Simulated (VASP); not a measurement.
# ZnSe (k06) (F-43m) in VASP: single point with PBEsol

Aim: the single point of ZnSe (k06) with PBEsol.

All numbers are computed with VASP 6.6.1; they aren't measurements. Logs are shortened: lines on timing, memory, paths and dates and some standing lists are left out, and cuts for length are marked.

## 1. The cell of the first run

The structure is cubic, space group F-43m (No. 216). The conventional cell has a = 5.633 Å, b = 5.633 Å, c = 5.633 Å, α = 90.00°, β = 90.00°, γ = 90.00°. Within 3.2 Å of Zn (site symmetry -43m) lie 4 Se at 2.44 Å. Within 3.2 Å of Se (site symmetry -43m) lie 4 Zn at 2.44 Å.

## 2. Single point, PBEsol

Input file INCAR:

```
SYSTEM = ZnSe
ALGO = Normal
EDIFF = 1E-6
ENCUT = 520
GGA = PS
ISIF = 2
ISMEAR = 0
LASPH = .TRUE.
LCHARG = .FALSE.
LREAL = .FALSE.
LWAVE = .FALSE.
NBANDS = 16
NELM = 60
PREC = Accurate
SIGMA = 0.02
```

Input file KPOINTS:

```
k-points
0
G
  12 12 12
  0 0 0
```

Input file POSCAR:

```
ZnSe
1.0
    0.0000000000      2.8167247235      2.8167247235
    2.8167247235      0.0000000000      2.8167247235
    2.8167247235      2.8167247235      0.0000000000
Zn Se
1 1
Direct
    0.0000000000      0.0000000000      0.0000000000
    0.2500000000      0.2500000000      0.2500000000
```

Potentials or basis: VASP PAW PBE potentials, release 64 (Zn, Se).

Started as:

```sh
> cat potpaw_PBE.64/Zn/POTCAR potpaw_PBE.64/Se/POTCAR > POTCAR
> mpirun -np 1 vasp_std > vasp.out
```

OUTCAR:

```text
SYSTEM = ZnSe
   EDIFF = 1E-6
   ENCUT = 520
   GGA = PS
   ISIF = 2
   ISMEAR = 0
   LASPH = .TRUE.
   LREAL = .FALSE.
   NELM = 60
   PREC = Accurate

 ion  position               nearest neighbor table
   1  0.000  0.000  0.000-   2 2.44   2 2.44   2 2.44   2 2.44
   2  0.250  0.250  0.250-   1 2.44   1 2.44   1 2.44   1 2.44

  LATTYP: Found a face centered cubic cell.
 ALAT       =     5.6334494470

  Lattice vectors:

 A1 = (   0.0000000000,   2.8167247235,   2.8167247235)
 A2 = (   2.8167247235,   0.0000000000,   2.8167247235)
 A3 = (   2.8167247235,   2.8167247235,   0.0000000000)

Analysis of symmetry for initial positions (statically):
=====================================================================
 Subroutine PRICEL returns:
 Original cell was already a primitive cell.

 Routine SETGRP: Setting up the symmetry group for a
 face centered cubic supercell.

 Subroutine GETGRP returns: Found 24 space group operations
 (whereof 24 operations were pure point group operations)
 out of a pool of 48 trial point group operations.

The static configuration has the point symmetry T_d .

Analysis of symmetry for dynamics (positions and initial velocities):
=====================================================================
 Subroutine PRICEL returns:
 Original cell was already a primitive cell.

 Routine SETGRP: Setting up the symmetry group for a
 face centered cubic supercell.

 Subroutine GETGRP returns: Found 24 space group operations
 (whereof 24 operations were pure point group operations)
 out of a pool of 48 trial point group operations.

The dynamic configuration has the point symmetry T_d .

 Subroutine INISYM returns: Found 24 space group operations
 (whereof 24 operations are pure point group operations),
 and found     1 'primitive' translations

----------------------------------------------------------------------------------------

                                     Primitive cell

  volume of cell :      44.6954

  direct lattice vectors                    reciprocal lattice vectors
     0.000000000  2.816724724  2.816724724    -0.177511134  0.177511134  0.177511134
     2.816724724  0.000000000  2.816724724     0.177511134 -0.177511134  0.177511134
     2.816724724  2.816724724  0.000000000     0.177511134  0.177511134 -0.177511134

  length of vectors
     3.983450305  3.983450305  3.983450305     0.307458303  0.307458303  0.307458303

[... 73 lines left out ...]
   ICHARG =      2    charge: 1-file 2-atom 10-const
   ISPIN  =      1    spin polarized calculation?
   LNONCOLLINEAR =      F non collinear calculations
   LSORBIT =      F    spin-orbit coupling
   LASPH  =      T    aspherical Exc in radial PAW
   ENCUT  =  520.0 eV  38.22 Ry    6.18 a.u.   7.41  7.41  7.41*2*pi/ulx,y,z
   NELM   =     60;   NELMIN=  2; NELMDL= -5     # of ELM steps
   EDIFF  = 0.1E-05   stopping-criterion for ELM
   LREAL  =      F    real-space projection
   EDIFFG = 0.1E-04   stopping-criterion for IOM
   NSW    =      0    number of steps for IOM
   IBRION =     -1    ionic relax: 0-MD 1-quasi-New 2-CG
   NFREE  =      0    steps in history (QN), initial steepest desc. (CG)
   ISIF   =      2    stress and relaxation
   ISYM   =      2    0-nonsym 1-usesym 2-fastsym
   POTIM  = 0.5000    time-step for ionic-motion
   TEBEG  =    0.0;   TEEND  =   0.0 temperature during run
   PSTRESS=    0.0 pullay stress
   NELECT =      18.0000    total number of electrons
   NUPDOWN=      -1.0000    fix difference up-down
   EMIN   =  10.00;   EMAX   =-10.00  energy-range for DOS
   EFERMI =   0.00;   METHOD = LEGACY
   ISMEAR =     0;   SIGMA  =   0.02  broadening in eV -4-tet -1-fermi 0-gaus
   EFERMI_NEDOS =   21; number of points for ismear=-14 and -15
   IALGO  =     38    algorithm
   IMIX   =      4    mixing-type and parameters
     AMIX     =   0.40;   BMIX     =  1.00
     AMIX_MAG =   1.60;   BMIX_MAG =  1.00
  volume/ion in A,a.u.               =      22.35       150.81
  Fermi-wavevector in a.u.,A,eV,Ry     =   1.208958  2.284600 19.886000  1.461580
  Thomas-Fermi vector in A             =   2.344550
   LORBIT       =      0    0 simple, 1 ext, 2 COOP (PROOUT), +10 PAW based schemes
   GGA     = PS    functional components
   LHFCALC =     F    Hartree Fock is set to
   AEXX    =    0.0000 exact exchange contribution
   IVDW    =     0    specifies the selected vdW correction
   LEPSILON=     F    determine dielectric tensor
   LRPA    =     F    only Hartree local field effects (RPA)
 non-spin polarized calculation
 Gauss-broadening in eV      SIGMA  =   0.02
  energy-cutoff  :      520.00
  volume of cell :       44.70
 maximum number of plane-waves:      1243
 NGX is ok and might be reduce to    30
   NGX = 15   NGY = 15   NGZ = 15

 number of electron      17.9999998 magnetization

 Free energy of the ion-electron system (eV)
  ---------------------------------------------------
  ext. energy  EPLUGINS =         0.00000000
  ---------------------------------------------------
  free energy    TOTEN  =        -6.77402301 eV

  energy without entropy =       -6.77402301  energy(sigma->0) =       -6.77402301

 E-fermi :   1.7866     XC(G=0):  -9.6093

 val. band max:        1.6442909420   @ k =   0.0000   0.0000   0.0000
 cond. band min:       2.8875664223   @ k =   0.0000   0.0000   0.0000
 fundamental gap:      1.2432754803
 Fermi energy:         1.7866192281

 k-point     1 :       0.0000    0.0000    0.0000
  band No.  band energies     occupation
      1     -11.7605      2.00000
      2      -4.9797      2.00000
      3      -4.9797      2.00000
      4      -4.9797      2.00000
      5      -4.5913      2.00000
      6      -4.5913      2.00000
[... 433 lines left out ...]
      3      -4.8508      2.00000
      4      -4.6152      2.00000
      5      -4.5801      2.00000
      6      -4.4147      2.00000
[... 8 lines left out ...]
     15      13.3838      0.00000
     16      14.1905      0.00000

 [... further k-points ...]
[... 5 lines left out ...]
  --------------------------------------------------------------------------------------
  -------------------------------------------------------------------------------------
  Total        0.0754904      0.0754904      0.0754904      0.0000000      0.0000000      0.0000000
  in kB        2.7060699      2.7060699      2.7060699      0.0000000      0.0000000      0.0000000
  external PRESSURE =       2.7060699 kB  Pullay stress =       0.0000000 kB

 VOLUME and BASIS-vectors are now :
 -----------------------------------------------------------------------------
  energy-cutoff  :      520.00
  volume of cell :       44.70
      direct lattice vectors                 reciprocal lattice vectors
     0.000000000  2.816724724  2.816724724    -0.177511134  0.177511134  0.177511134
     2.816724724  0.000000000  2.816724724     0.177511134 -0.177511134  0.177511134
     2.816724724  2.816724724  0.000000000     0.177511134  0.177511134 -0.177511134

 POSITION                                       TOTAL-FORCE (eV/Angst)
 -----------------------------------------------------------------------------------
      0.00000      0.00000      0.00000        -0.000000     -0.000000     -0.000000
      1.40836      1.40836      1.40836         0.000000      0.000000      0.000000
 -----------------------------------------------------------------------------------
    total drift:                                0.000000      0.000000      0.000001

  FREE ENERGIE OF THE ION-ELECTRON SYSTEM (eV)
  ---------------------------------------------------
  free  energy   TOTEN  =        -6.7740230111 eV

  energy  without entropy=       -6.7740230111  energy(sigma->0) =       -6.77402301
```

Wall time 38 s (1 thread of Intel Xeon 6975P-C, shared host); peak memory 0.2 GiB.

Results:

```yaml
Free_energy: -6.7740 eV
Pressure: 0.3 GPa
Band_gap_on_the_k_mesh: 1.24 eV, direct
```

Caveat: the PAW data sets were made with another functional, which shifts forces and pressure a little. A hybrid or GW would open this gap; PBEsol tends to underestimate it.
